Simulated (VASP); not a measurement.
# LiNbO3 (R3c) in VASP: notebook, part 2 of 2

VASP 6.6.1.

## (3) Single point, PBE

INCAR

```
SYSTEM = LiNbO3
PREC = Accurate
ENCUT = 750
EDIFF = 1E-6
ISMEAR = 0
SIGMA = 0.01
LREAL = .FALSE.
LASPH = .TRUE.
NELM = 120
ALGO = Normal
ISIF = 2
LWAVE = .FALSE.
LCHARG = .FALSE.
GGA = PE
NBANDS = 45
GGA_COMPAT = .FALSE.
```

KPOINTS

```
regular mesh
0
G
  6 6 6
  0 0 0
```

POSCAR

```
LiNbO3
1.0
    2.5752491681      1.4868208005      4.6247300000
   -2.5752491681      1.4868208005      4.6247300000
    0.0000000000     -2.9736416009      4.6247300000
Li Nb O
2 2 6
Direct
    0.2815146512      0.2815146512      0.2815146512
    0.7815146512      0.7815146512      0.7815146512
    0.0001623344      0.0001623344      0.0001623344
    0.5001623344      0.5001623344      0.5001623344
    0.1070732073      0.3630694210      0.7198503861
    0.7198503861      0.1070732073      0.3630694210
    0.3630694210      0.7198503861      0.1070732073
    0.2198503861      0.8630694210      0.6070732073
    0.8630694210      0.6070732073      0.2198503861
    0.6070732073      0.2198503861      0.8630694210
```

Potentials or basis: VASP PAW PBE potentials, release 64 (Li_sv, Nb_sv, O).

Launch:

```sh
cat potpaw_PBE.64/Li_sv/POTCAR potpaw_PBE.64/Nb_sv/POTCAR potpaw_PBE.64/O/POTCAR > POTCAR
mpirun -np 1 vasp_std > vasp.out
```

OUTCAR:

```text
SYSTEM = LiNbO3
   PREC = Accurate
   ENCUT = 750
   EDIFF = 1E-6
   ISMEAR = 0
   LREAL = .FALSE.
   LASPH = .TRUE.
   NELM = 120
   ISIF = 2
   GGA = PE

 ion  position               nearest neighbor table
   1  0.282  0.282  0.282-   9 2.05  10 2.05   8 2.05   6 2.25   5 2.25   7 2.25
   2  0.782  0.782  0.782-   5 2.05   6 2.05   7 2.05  10 2.25   9 2.25   8 2.25
   3  0.000  0.000  0.000-   7 1.88   6 1.88   5 1.88  10 2.14   8 2.14   9 2.14
   4  0.500  0.500  0.500-   8 1.88  10 1.88   9 1.88   6 2.14   7 2.14   5 2.14
   5  0.107  0.363  0.720-   3 1.88   2 2.05   4 2.14   1 2.25
   6  0.720  0.107  0.363-   3 1.88   2 2.05   4 2.14   1 2.25
   7  0.363  0.720  0.107-   3 1.88   2 2.05   4 2.14   1 2.25
   8  0.220  0.863  0.607-   4 1.88   1 2.05   3 2.14   2 2.25
   9  0.863  0.607  0.220-   4 1.88   1 2.05   3 2.14   2 2.25
  10  0.607  0.220  0.863-   4 1.88   1 2.05   3 2.14   2 2.25

  LATTYP: Found a trigonal (rhomboedric) cell.
 ALAT       =     5.4982426232
 COS(alpha) =     0.5612463864

  Lattice vectors:

 A1 = (   2.5752491681,   1.4868208005,   4.6247300000)
 A2 = (  -2.5752491681,   1.4868208005,   4.6247300000)
 A3 = (   0.0000000000,  -2.9736416009,   4.6247300000)

Analysis of symmetry for initial positions (statically):
=====================================================================
 Subroutine PRICEL returns:
 Original cell was already a primitive cell.

 Routine SETGRP: Setting up the symmetry group for a
 trigonal (rhombohedral) supercell.

 Subroutine GETGRP returns: Found  6 space group operations
 (whereof  3 operations were pure point group operations)
 out of a pool of 12 trial point group operations.

The static configuration has the point symmetry C_3 .
 The point group associated with its full space group is C_3v.

Analysis of symmetry for dynamics (positions and initial velocities):
=====================================================================
 Subroutine PRICEL returns:
 Original cell was already a primitive cell.

 Routine SETGRP: Setting up the symmetry group for a
 trigonal (rhombohedral) supercell.

 Subroutine GETGRP returns: Found  6 space group operations
 (whereof  3 operations were pure point group operations)
 out of a pool of 12 trial point group operations.

The dynamic configuration has the point symmetry C_3 .
 The point group associated with its full space group is C_3v.

 Subroutine INISYM returns: Found  6 space group operations
 (whereof  3 operations are pure point group operations),
 and found     1 'primitive' translations

----------------------------------------------------------------------------------------

                                     Primitive cell

  volume of cell :     106.2467

  direct lattice vectors                    reciprocal lattice vectors
     2.575249168  1.486820801  4.624730000     0.194155970  0.112096001  0.072076280
    -2.575249168  1.486820801  4.624730000    -0.194155970  0.112096001  0.072076280
     0.000000000 -2.973641601  4.624730000     0.000000000 -0.224192003  0.072076280

  length of vectors
     5.498242623  5.498242623  5.498242623     0.235493194  0.235493194  0.235493194

  position of ions in fractional coordinates (direct lattice)
     0.281514651  0.281514651  0.281514651
     0.781514651  0.781514651  0.781514651
     0.000162334  0.000162334  0.000162334
[... 54 lines left out ...]
  0.333333  0.166667 -0.000000     12.000000
[... 16 lines left out ...]
  0.500000  0.500000  0.166667      6.000000
 -0.333333  0.500000  0.166667     12.000000
 [... further k-points ...]
   k-points           NKPTS =     32   k-points in BZ     NKDIM =     32   number of bands    NBANDS=     45
   number of dos      NEDOS =    301   number of ions     NIONS =     10
   total plane-waves  NPLWV = 125000
   dimension x,y,z NGX =    50 NGY =   50 NGZ =   50
   dimension x,y,z NGXF=   100 NGYF=  100 NGZF=  100
   ions per type =               2   2   6
   NGX,Y,Z   is equivalent  to a cutoff of  15.12, 15.12, 15.12 a.u.
   NGXF,Y,Z  is equivalent  to a cutoff of  30.24, 30.24, 30.24 a.u.
 SYSTEM =  LiNbO3
   PREC   = accura    normal or accurate (medium, high low for compatibility)
   ISTART =      0    job   : 0-new  1-cont  2-samecut
   ICHARG =      2    charge: 1-file 2-atom 10-const
   ISPIN  =      1    spin polarized calculation?
   LNONCOLLINEAR =      F non collinear calculations
   LSORBIT =      F    spin-orbit coupling
   LASPH  =      T    aspherical Exc in radial PAW
   ENCUT  =  750.0 eV  55.12 Ry    7.42 a.u.  12.28 12.28 12.28*2*pi/ulx,y,z
   NELM   =    120;   NELMIN=  2; NELMDL= -5     # of ELM steps
   EDIFF  = 0.1E-05   stopping-criterion for ELM
   LREAL  =      F    real-space projection
   EDIFFG = 0.1E-04   stopping-criterion for IOM
   NSW    =      0    number of steps for IOM
   IBRION =     -1    ionic relax: 0-MD 1-quasi-New 2-CG
   NFREE  =      0    steps in history (QN), initial steepest desc. (CG)
   ISIF   =      2    stress and relaxation
   ISYM   =      2    0-nonsym 1-usesym 2-fastsym
   POTIM  = 0.5000    time-step for ionic-motion
   TEBEG  =    0.0;   TEEND  =   0.0 temperature during run
   PSTRESS=    0.0 pullay stress
   NELECT =      68.0000    total number of electrons
   NUPDOWN=      -1.0000    fix difference up-down
   EMIN   =  10.00;   EMAX   =-10.00  energy-range for DOS
   EFERMI =   0.00;   METHOD = LEGACY
   ISMEAR =     0;   SIGMA  =   0.01  broadening in eV -4-tet -1-fermi 0-gaus
   EFERMI_NEDOS =   21; number of points for ismear=-14 and -15
   IALGO  =     38    algorithm
   IMIX   =      4    mixing-type and parameters
     AMIX     =   0.40;   BMIX     =  1.00
     AMIX_MAG =   1.60;   BMIX_MAG =  1.00
  volume/ion in A,a.u.               =      10.62        71.70
  Fermi-wavevector in a.u.,A,eV,Ry     =   1.410823  2.666069 27.081341  1.990422
  Thomas-Fermi vector in A             =   2.532738
   LORBIT       =      0    0 simple, 1 ext, 2 COOP (PROOUT), +10 PAW based schemes
   GGA     = PE    functional components
   LHFCALC =     F    Hartree Fock is set to
   AEXX    =    0.0000 exact exchange contribution
   IVDW    =     0    specifies the selected vdW correction
   LEPSILON=     F    determine dielectric tensor
   LRPA    =     F    only Hartree local field effects (RPA)
 non-spin polarized calculation
 Gauss-broadening in eV      SIGMA  =   0.01
  energy-cutoff  :      750.00
  volume of cell :      106.25
 maximum number of plane-waves:      4989
 NGX is ok and might be reduce to    50
   NGX = 25   NGY = 25   NGZ = 25

 number of electron      67.9999997 magnetization

 Free energy of the ion-electron system (eV)
  ---------------------------------------------------
  ext. energy  EPLUGINS =         0.00000000
  ---------------------------------------------------
  free energy    TOTEN  =       -80.05571142 eV

  energy without entropy =      -80.05571142  energy(sigma->0) =      -80.05571142

 E-fermi :   3.6255     XC(G=0): -10.8085

 val. band max:        3.5372893940   @ k =   0.1667   0.1667   0.1667
 cond. band min:       7.1095645011   @ k =   0.5000   0.3333   0.0000
 fundamental gap:      3.5722751071
 Fermi energy:         3.6254559183

 k-point     1 :       0.0000    0.0000    0.0000
  band No.  band energies     occupation
      1     -50.6652      2.00000
      2     -50.6501      2.00000
      3     -38.9757      2.00000
      4     -38.9730      2.00000
      5     -26.9532      2.00000
      6     -26.9532      2.00000
[... 1141 lines left out ...]
     44      13.0225      0.00000
     45      14.0307      0.00000

 [... further k-points ...]
[... 5 lines left out ...]
  --------------------------------------------------------------------------------------
  -------------------------------------------------------------------------------------
  Total        1.3905963      1.3905963      1.8379837      0.0000000      0.0000000     -0.0000000
  in kB       20.9698890     20.9698890     27.7163936      0.0000000      0.0000000     -0.0000000
  external PRESSURE =      23.2187238 kB  Pullay stress =       0.0000000 kB

 VOLUME and BASIS-vectors are now :
 -----------------------------------------------------------------------------
  energy-cutoff  :      750.00
  volume of cell :      106.25
      direct lattice vectors                 reciprocal lattice vectors
     2.575249168  1.486820801  4.624730000     0.194155970  0.112096001  0.072076280
    -2.575249168  1.486820801  4.624730000    -0.194155970  0.112096001  0.072076280
     0.000000000 -2.973641601  4.624730000     0.000000000 -0.224192003  0.072076280

 POSITION                                       TOTAL-FORCE (eV/Angst)
 -----------------------------------------------------------------------------------
      0.00000      0.00000      3.90579         0.000000      0.000000      0.000225
      0.00000      0.00000     10.84288         0.000000      0.000000      0.000225
      0.00000      0.00000      0.00225         0.000000     -0.000000     -0.022929
      0.00000      0.00000      6.93935         0.000000     -0.000000     -0.022929
     -0.65925     -1.44156      5.50340         0.009881     -0.003283      0.007568
      1.57805      0.14985      5.50340        -0.002098      0.010198      0.007568
     -0.91880      1.29171      5.50340        -0.007783     -0.006916      0.007568
     -1.65645     -0.19511      7.81576         0.007783     -0.006916      0.007568
      0.65925      1.53208      7.81576        -0.009881     -0.003283      0.007568
      0.99720     -1.33697      7.81576         0.002098      0.010198      0.007568
 -----------------------------------------------------------------------------------
    total drift:                               -0.000000     -0.000000     -0.000544

  FREE ENERGIE OF THE ION-ELECTRON SYSTEM (eV)
  ---------------------------------------------------
  free  energy   TOTEN  =       -80.0557114164 eV

  energy  without entropy=      -80.0557114164  energy(sigma->0) =      -80.05571142
```

Run time: 4.7 min. Hardware: 1 thread of Intel Xeon 6975P-C (Granite Rapids), shared host; peak memory 0.46 GiB.

What came out:

* Free energy: -80.0557 eV
* Pressure: 2.3 GPa
* Largest force: 0.023 eV/Å
* Band gap on the k mesh: 3.57 eV (least direct gap 3.61 eV)

Forces on the atoms (eV/Å):
```
Li   0.000  0.000  0.000
Li   0.000  0.000  0.000
Nb   0.000  0.000 -0.023
Nb   0.000  0.000 -0.023
O    0.010 -0.003  0.008
O   -0.002  0.010  0.008
O   -0.008 -0.007  0.008
O    0.008 -0.007  0.008
O   -0.010 -0.003  0.008
O    0.002  0.010  0.008
```

Stress tensor (GPa, compression positive):
```
2.10 0.00 0.00
0.00 2.10 0.00
0.00 0.00 2.77
```

Levels at points of the mesh, in eV from the valence-band top:
```
           k point  band 31  band 32  band 33  band 34  band 35  band 36  band 37  band 38
(0.00, 0.00, 0.00)    -0.62    -0.53    -0.01    -0.01     3.60     3.60     4.03     5.09
(0.50, 0.00, 0.00)    -0.29    -0.29    -0.19    -0.19     3.86     3.86     4.68     4.68
(0.50, 0.50, 0.00)    -0.67    -0.65    -0.47    -0.21     3.67     4.09     4.57     4.58
(0.50, 0.50, 0.50)    -0.30    -0.30    -0.30    -0.30     4.59     4.59     4.81     4.81
```
